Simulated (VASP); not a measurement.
# Nb in VASP: notebook

Runs on Nb. Level: PBE. Tasks: single point.

Everything below comes from runs of VASP 6.6.1. Logs are shortened: lines on timing, memory, paths and dates and some standing lists are left out, and cuts for length are marked.

## (1) The cell of the first run

The cell holds a slab with vacuum, 4 atoms: a = 3.311 Å, b = 3.311 Å, c = 20.967 Å, α = 90.00°, β = 90.00°, γ = 90.00°.

## (2) Single point, PBE

Contents of INCAR:

```
SYSTEM = Nb
PREC = Accurate
ENCUT = 520
EDIFF = 1E-7
ISMEAR = -1
SIGMA = 0.05
LREAL = .False.
LASPH = .True.
NELM = 60
ALGO = Normal
ISIF = 2
LWAVE = .False.
LCHARG = .True.
LDIPOL = .True.
IDIPOL = 3
DIPOL = 0.5 0.5 0.500
GGA = PE
LELF = .True.
LVHAR = .True.
LVACPOTAV = .True.
NBANDS = 34
```

Contents of KPOINTS:

```
Automatic mesh
0
Gamma
  10 10 1
  0 0 0
```

Contents of POSCAR:

```
Nb
1.0
    3.3112325450      0.0000000000      0.0000000000
    0.0000000000      3.3112325450      0.0000000000
    0.0000000000      0.0000000000     20.9668000000
Nb
4
Direct
    0.2500000000      0.2500000000      0.3889109993
    0.7500000000      0.7500000000      0.4605050459
    0.2500000000      0.2500000000      0.5394949471
    0.7500000000      0.7500000000      0.6110890072
```

Potentials or basis: VASP PAW PBE potentials, release 64 (Nb_sv).

Command:

```bash
> cat potpaw_PBE.64/Nb_sv/POTCAR > POTCAR
> mpirun -np 1 vasp_std > vasp.out
```

OUTCAR:

```text
SYSTEM = Nb
   PREC = Accurate
   ENCUT = 520
   EDIFF = 1E-7
   ISMEAR = -1
   LREAL = .False.
   LASPH = .True.
   NELM = 60
   ISIF = 2
   GGA = PE

 ion  position               nearest neighbor table
   1  0.250  0.250  0.389-   2 2.78   2 2.78   2 2.78   2 2.78
   2  0.750  0.750  0.461-   1 2.78   1 2.78   1 2.78   1 2.78   3 2.87   3 2.87   3 2.87   3 2.87

   3  0.250  0.250  0.539-   4 2.78   4 2.78   4 2.78   4 2.78   2 2.87   2 2.87   2 2.87   2 2.87

   4  0.750  0.750  0.611-   3 2.78   3 2.78   3 2.78   3 2.78

  LATTYP: Found a simple tetragonal cell.
 ALAT       =     3.3112325450
 C/A-ratio  =     6.3320228087

  Lattice vectors:

 A1 = (   3.3112325450,   0.0000000000,   0.0000000000)
 A2 = (   0.0000000000,   3.3112325450,   0.0000000000)
 A3 = (   0.0000000000,   0.0000000000,  20.9668000000)

Analysis of symmetry for initial positions (statically):
=====================================================================
 Subroutine PRICEL returns:
 Original cell was already a primitive cell.

 Routine SETGRP: Setting up the symmetry group for a
 simple tetragonal supercell.

 Subroutine GETGRP returns: Found 16 space group operations
 (whereof  4 operations were pure point group operations)
 out of a pool of 16 trial point group operations.

The static configuration has the point symmetry C_2h.
 The point group associated with its full space group is D_4h.

Analysis of symmetry for dynamics (positions and initial velocities):
=====================================================================
 Subroutine PRICEL returns:
 Original cell was already a primitive cell.

 Routine SETGRP: Setting up the symmetry group for a
 simple tetragonal supercell.

 Subroutine GETGRP returns: Found 16 space group operations
 (whereof  4 operations were pure point group operations)
 out of a pool of 16 trial point group operations.

The dynamic configuration has the point symmetry C_2h.
 The point group associated with its full space group is D_4h.

 Subroutine INISYM returns: Found 16 space group operations
 (whereof  4 operations are pure point group operations),
 and found     1 'primitive' translations

----------------------------------------------------------------------------------------

                                     Primitive cell

  volume of cell :     229.8855

  direct lattice vectors                    reciprocal lattice vectors
     3.311232545  0.000000000  0.000000000     0.302002347  0.000000000  0.000000000
     0.000000000  3.311232545  0.000000000     0.000000000  0.302002347  0.000000000
     0.000000000  0.000000000 20.966800000     0.000000000  0.000000000  0.047694450

  length of vectors
     3.311232545  3.311232545 20.966800000     0.302002347  0.302002347  0.047694450

  position of ions in fractional coordinates (direct lattice)
     0.250000000  0.250000000  0.388910999
     0.750000000  0.750000000  0.460505046
     0.250000000  0.250000000  0.539494947
     0.750000000  0.750000000  0.611089007

  ion indices of the primitive-cell ions
   primitive index   ion index
                 1           1
                 2           2
                 3           3
                 4           4

----------------------------------------------------------------------------------------

 KPOINTS: Automatic mesh

Automatic generation of k-mesh.
 Grid dimensions read from file:
 generate k-points for:   10   10    1

 Generating k-lattice:

  Cartesian coordinates                     Fractional coordinates (reciprocal lattice)
     0.030200235  0.000000000  0.000000000     0.100000000  0.000000000  0.000000000
     0.000000000  0.030200235  0.000000000     0.000000000  0.100000000  0.000000000
     0.000000000  0.000000000  0.047694450     0.000000000  0.000000000  1.000000000

  Length of vectors
     0.030200235  0.030200235  0.047694450

  Shift w.r.t. Gamma in fractional coordinates (k-lattice)
     0.000000000  0.000000000  0.000000000

 Subroutine IBZKPT returns following result:
 ===========================================

 Found     21 irreducible k-points:

 Following reciprocal coordinates:
            Coordinates               Weight
  0.000000  0.000000  0.000000      1.000000
  0.100000  0.000000  0.000000      4.000000
  0.200000  0.000000  0.000000      4.000000
  0.300000  0.000000  0.000000      4.000000
  0.400000  0.000000  0.000000      4.000000
  0.500000  0.000000  0.000000      2.000000
[... 13 lines left out ...]
  0.500000  0.400000  0.000000      4.000000
  0.500000  0.500000  0.000000      1.000000
   k-points           NKPTS =     21   k-points in BZ     NKDIM =     21   number of bands    NBANDS=     34
   number of dos      NEDOS =    301   number of ions     NIONS =      4
   total plane-waves  NPLWV = 125440
   dimension x,y,z NGX =    28 NGY =   28 NGZ =  160
   dimension x,y,z NGXF=    56 NGYF=   56 NGZF=  320
   ions per type =               4
   NGX,Y,Z   is equivalent  to a cutoff of  14.06, 14.06, 12.69 a.u.
   NGXF,Y,Z  is equivalent  to a cutoff of  28.12, 28.12, 25.37 a.u.
 SYSTEM =  Nb
   PREC   = accura    normal or accurate (medium, high low for compatibility)
   ISTART =      0    job   : 0-new  1-cont  2-samecut
   ICHARG =      2    charge: 1-file 2-atom 10-const
   ISPIN  =      1    spin polarized calculation?
   LNONCOLLINEAR =      F non collinear calculations
   LSORBIT =      F    spin-orbit coupling
   LASPH  =      T    aspherical Exc in radial PAW
   ENCUT  =  520.0 eV  38.22 Ry    6.18 a.u.   6.16  6.16 38.98*2*pi/ulx,y,z
   NELM   =     60;   NELMIN=  2; NELMDL= -5     # of ELM steps
   EDIFF  = 0.1E-06   stopping-criterion for ELM
   LREAL  =      F    real-space projection
   EDIFFG = 0.1E-05   stopping-criterion for IOM
   NSW    =      0    number of steps for IOM
   IBRION =     -1    ionic relax: 0-MD 1-quasi-New 2-CG
   NFREE  =      0    steps in history (QN), initial steepest desc. (CG)
   ISIF   =      2    stress and relaxation
   ISYM   =      2    0-nonsym 1-usesym 2-fastsym
   POTIM  = 0.5000    time-step for ionic-motion
   TEBEG  =    0.0;   TEEND  =   0.0 temperature during run
   PSTRESS=    0.0 pullay stress
   NELECT =      52.0000    total number of electrons
   NUPDOWN=      -1.0000    fix difference up-down
   EMIN   =  10.00;   EMAX   =-10.00  energy-range for DOS
   EFERMI =   0.00;   METHOD = LEGACY
   ISMEAR =    -1;   SIGMA  =   0.05  broadening in eV -4-tet -1-fermi 0-gaus
   EFERMI_NEDOS =   21; number of points for ismear=-14 and -15
   IALGO  =     38    algorithm
   IMIX   =      4    mixing-type and parameters
     AMIX     =   0.40;   BMIX     =  1.00
     AMIX_MAG =   1.60;   BMIX_MAG =  1.00
  volume/ion in A,a.u.               =      57.47       387.84
  Fermi-wavevector in a.u.,A,eV,Ry     =   0.997483  1.884969 13.537417  0.994972
  Thomas-Fermi vector in A             =   2.129642
   LORBIT       =      0    0 simple, 1 ext, 2 COOP (PROOUT), +10 PAW based schemes
   GGA     = PE    functional components
   LHFCALC =     F    Hartree Fock is set to
   AEXX    =    0.0000 exact exchange contribution
   IVDW    =     0    specifies the selected vdW correction
   LEPSILON=     F    determine dielectric tensor
   LRPA    =     F    only Hartree local field effects (RPA)
 non-spin polarized calculation
  energy-cutoff  :      520.00
  volume of cell :      229.89
 maximum number of plane-waves:      6232
 NGX is ok and might be reduce to    28
   NGX = 13   NGY = 13   NGZ = 77

 dipolmoment           0.000000      0.000000     -0.000000 electrons x Angstroem

 number of electron      51.9999999 magnetization

 dipolmoment           0.000000      0.000000      0.000003 electrons x Angstroem

 Free energy of the ion-electron system (eV)
  ---------------------------------------------------
  ext. energy  EPLUGINS =         0.00000000
  ---------------------------------------------------
  free energy    TOTEN  =       -37.37406268 eV

  energy without entropy =      -37.31226622  energy(sigma->0) =      -37.34316445

 E-fermi :   1.2573     XC(G=0):  -4.9859

 val. band max:        1.2479043004   @ k =   0.5000   0.1000   0.0000
 cond. band min:       1.2639980702   @ k =   0.4000   0.2000   0.0000
 fundamental gap:      0.0160937698
 Fermi energy:         1.2572813240

 k-point     1 :       0.0000    0.0000    0.0000
  band No.  band energies     occupation
      1     -53.7501      2.00000
      2     -53.7339      2.00000
      3     -53.1800      2.00000
      4     -52.9940      2.00000
      5     -29.9707      2.00000
      6     -29.9006      2.00000
[... 26 lines left out ...]
     33       2.6928      0.00000
     34       3.5808      0.00000

 k-point     2 :       0.1000    0.0000    0.0000
  band No.  band energies     occupation
      1     -53.7447      2.00000
      2     -53.7300      2.00000
      3     -53.1772      2.00000
      4     -52.9995      2.00000
      5     -30.0000      2.00000
      6     -29.9011      2.00000
[... 26 lines left out ...]
     33       3.2578      0.00000
     34       3.6388      0.00000

 k-point     3 :       0.2000    0.0000    0.0000
  band No.  band energies     occupation
      1     -53.7306      2.00000
      2     -53.7196      2.00000
      3     -53.1683      2.00000
      4     -53.0156      2.00000
      5     -30.0596      2.00000
      6     -29.9587      2.00000
[... 26 lines left out ...]
     33       3.4963      0.00000
     34       3.7869      0.00000
[... 593 lines left out ...]
 k-point    20 :       0.5000    0.4000    0.0000
  band No.  band energies     occupation
      1     -53.6757      2.00000
      2     -53.6756      2.00000
      3     -53.0843      2.00000
      4     -53.0842      2.00000
      5     -30.1735      2.00000
      6     -30.1735      2.00000
[... 26 lines left out ...]
     33       4.5187      0.00000
     34       4.5212      0.00000

 k-point    21 :       0.5000    0.5000    0.0000
  band No.  band energies     occupation
      1     -53.6739      2.00000
      2     -53.6739      2.00000
      3     -53.0824      2.00000
      4     -53.0823      2.00000
      5     -30.2005      2.00000
      6     -30.2005      2.00000
[... 26 lines left out ...]
     33       4.5907      0.00000
     34       4.6046      0.00000

------------------------ aborting loop because EDIFF is reached ----------------------------------------

  FORCE on cell =-STRESS in cart. coord.  units (eV):
  Direction    XX          YY          ZZ          XY          YZ          ZX
  --------------------------------------------------------------------------------------
  -------------------------------------------------------------------------------------
  Total       -2.1312300     -2.1312300     -0.1393939      0.0000000     -0.0000000      0.0000000
  in kB      -14.8535201    -14.8535201     -0.9715002      0.0000000     -0.0000000      0.0000000
  external PRESSURE =     -10.2261801 kB  Pullay stress =       0.0000000 kB

 VOLUME and BASIS-vectors are now :
 -----------------------------------------------------------------------------
  energy-cutoff  :      520.00
  volume of cell :      229.89
      direct lattice vectors                 reciprocal lattice vectors
     3.311232545  0.000000000  0.000000000     0.302002347  0.000000000  0.000000000
     0.000000000  3.311232545  0.000000000     0.000000000  0.302002347  0.000000000
     0.000000000  0.000000000 20.966800000     0.000000000  0.000000000  0.047694450

 POSITION                                       TOTAL-FORCE (eV/Angst)
 -----------------------------------------------------------------------------------
      0.82781      0.82781      8.15422         0.000000      0.000000      0.017008
      2.48342      2.48342      9.65532        -0.000000     -0.000000      0.003334
      0.82781      0.82781     11.31148         0.000000      0.000000     -0.003334
      2.48342      2.48342     12.81258         0.000000     -0.000000     -0.017008
 -----------------------------------------------------------------------------------
    total drift:                                0.000000      0.000000      0.000751

  FREE ENERGIE OF THE ION-ELECTRON SYSTEM (eV)
  ---------------------------------------------------
  free  energy   TOTEN  =       -37.3740626847 eV

  energy  without entropy=      -37.3122662242  energy(sigma->0) =      -37.34316445

 vacuum level on the upper side and lower side of the slab         4.883         4.883
```

Run time: 6.2 min. Hardware: 1 thread of Intel Xeon 6975P-C (Granite Rapids), shared host; peak memory 0.4 GiB.

What came out:

* Free energy: -37.3741 eV
* Largest force: 0.017 eV/Å
* Band gap on the k mesh: zero (bands 26 and 27 overlap by 0.33 eV)

Forces in eV/Å, atoms in the order of the input:
```
Nb   0.000  0.000  0.017
Nb   0.000  0.000  0.003
Nb   0.000  0.000 -0.003
Nb   0.000  0.000 -0.017
```

## (3) Single point, PBE

Contents of INCAR:

```
SYSTEM = Nb
ALGO = Normal ; EDIFF = 1E-6
ENCUT = 520 ; GGA = PE
ISIF = 2 ; ISMEAR = -1
LASPH = .TRUE. ; LCHARG = .FALSE.
LREAL = .FALSE. ; LWAVE = .FALSE.
NBANDS = 34 ; NELM = 60
PREC = Accurate ; SIGMA = 0.05
```

Contents of KPOINTS:

```
k-points
0
G
  10 10 1
  0 0 0
```

POSCAR is that of step 2.

Potentials or basis: VASP PAW PBE potentials, release 64 (Nb_sv).

Command:

```bash
> cat potpaw_PBE.64/Nb_sv/POTCAR > POTCAR
> mpirun -np 1 vasp_std > vasp.out
```

OUTCAR:

```text
SYSTEM = Nb
   EDIFF = 1E-6
   ENCUT = 520
   GGA = PE
   ISIF = 2
   ISMEAR = -1
   LASPH = .TRUE.
   LREAL = .FALSE.
   NELM = 60
   PREC = Accurate

 ion  position               nearest neighbor table
   1  0.250  0.250  0.389-   2 2.78   2 2.78   2 2.78   2 2.78
   2  0.750  0.750  0.461-   1 2.78   1 2.78   1 2.78   1 2.78   3 2.87   3 2.87   3 2.87   3 2.87

   3  0.250  0.250  0.539-   4 2.78   4 2.78   4 2.78   4 2.78   2 2.87   2 2.87   2 2.87   2 2.87

   4  0.750  0.750  0.611-   3 2.78   3 2.78   3 2.78   3 2.78

  LATTYP: Found a simple tetragonal cell.
[... 973 lines left out ...]
  --------------------------------------------------------------------------------------
  -------------------------------------------------------------------------------------
  Total       -2.1317327     -2.1317327     -0.1394403      0.0000000     -0.0000000      0.0000000
  in kB      -14.8570238    -14.8570238     -0.9718237      0.0000000     -0.0000000      0.0000000
  external PRESSURE =     -10.2286237 kB  Pullay stress =       0.0000000 kB

 VOLUME and BASIS-vectors are now :
 -----------------------------------------------------------------------------
  energy-cutoff  :      520.00
  volume of cell :      229.89
      direct lattice vectors                 reciprocal lattice vectors
     3.311232545  0.000000000  0.000000000     0.302002347  0.000000000  0.000000000
     0.000000000  3.311232545  0.000000000     0.000000000  0.302002347  0.000000000
     0.000000000  0.000000000 20.966800000     0.000000000  0.000000000  0.047694450

 POSITION                                       TOTAL-FORCE (eV/Angst)
 -----------------------------------------------------------------------------------
      0.82781      0.82781      8.15422        -0.000000      0.000000      0.016960
      2.48342      2.48342      9.65532         0.000000     -0.000000      0.003356
      0.82781      0.82781     11.31148        -0.000000      0.000000     -0.003356
      2.48342      2.48342     12.81258        -0.000000     -0.000000     -0.016960
 -----------------------------------------------------------------------------------
    total drift:                                0.000000      0.000000      0.000647

  FREE ENERGIE OF THE ION-ELECTRON SYSTEM (eV)
  ---------------------------------------------------
  free  energy   TOTEN  =       -37.3740625652 eV

  energy  without entropy=      -37.3122664459  energy(sigma->0) =      -37.34316451
```

stdout:

```text
POSCAR found type information on POSCAR Nb
 POSCAR found :  1 types and       4 ions
 scaLAPACK will be used
 LDA part: xc-table for (Slater+PW92), standard interpolation
 POSCAR, INCAR and KPOINTS ok, starting setup
 FFT: planning ... GRIDC
 FFT: planning ... GRID_SOFT
 FFT: planning ... GRID
 WAVECAR not read
 entering main loop
```

Run time: 5.1 min. Hardware: 1 thread of Intel Xeon 6975P-C (Granite Rapids), shared host; peak memory 0.4 GiB.

Results:

| Item | Value |
| --- | --- |
| Free energy | -37.3741 eV |
| Largest force | 0.017 eV/Å |
| Band gap on the k mesh | zero (bands 26 and 27 overlap by 0.33 eV) |

Forces on the atoms (eV/Å):
```
Nb   0.000  0.000  0.017
Nb   0.000  0.000  0.003
Nb   0.000  0.000 -0.003
Nb   0.000  0.000 -0.017
```

Levels at points of the mesh, in eV from the Fermi level:
| k point | band 24 | band 25 | band 26 | band 27 | band 28 | band 29 |
| --- | --- | --- | --- | --- | --- | --- |
| (0.00, 0.00, 0.00) | 0.05 | 0.06 | 0.18 | 0.18 | 0.22 | 0.35 |
| (0.50, 0.00, 0.00) | -1.37 | -0.14 | -0.14 | 0.11 | 0.11 | 1.41 |
| (0.50, 0.50, 0.00) | -1.47 | -0.50 | -0.50 | 1.84 | 1.84 | 2.13 |
